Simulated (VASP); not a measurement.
Input of a VASP 6.6.1 run:

INCAR

```
SYSTEM = Sb
ALGO = Normal
DIPOL = 0.5 0.5 0.387
EDIFF = 1E-6
ENCUT = 400
GGA = PE
GGA_COMPAT = .FALSE.
IDIPOL = 3
ISIF = 2
ISMEAR = 0
IVDW = 12
LASPH = .TRUE.
LCHARG = .FALSE.
LDIPOL = .TRUE.
LREAL = .FALSE.
LWAVE = .FALSE.
NBANDS = 38
NELM = 120
NELMDL = -8
PREC = Accurate
SIGMA = 0.05
```

File KPOINTS:

```
k-points
0
G
  9 9 1
  0 0 0
```

File POSCAR:

```
Sb
1.0
    4.0686848921      0.0000000000      0.0000000000
   -2.0343424461      3.5235844766      0.0000000000
    0.0000000000      0.0000000000     20.8000277116
Sb
4
Direct
    0.3333333333      0.6666666666      0.2957491668
    0.6666666667      0.3333333334      0.2163458656
    0.2222222222      1.1111111111      0.5578053489
    0.5555555556      0.7777777778      0.4784049008
```

Potentials or basis: VASP PAW PBE potentials, release 64 (Sb_d_GW).

Launch:

```bash
$ cat potpaw_PBE.64/Sb_d_GW/POTCAR > POTCAR
$ mpirun -np 1 vasp_std > vasp.out
```

Q: Predict the largest force.

A: 0.027 eV/Å.

Q: What does it give for the band gap on the k mesh?

A: 0.85 eV (least direct gap 1.39 eV).

Forces on the atoms (eV/Å):
```
Sb  -0.023 -0.014 -0.005
Sb  -0.019 -0.011  0.003
Sb   0.019  0.011 -0.003
Sb   0.023  0.014  0.005
```

Caveat: the cell differs from its parent crystal (layers slid over each other, then relaxed in part); spin-orbit coupling is left out, which moves the levels of the heavy elements.
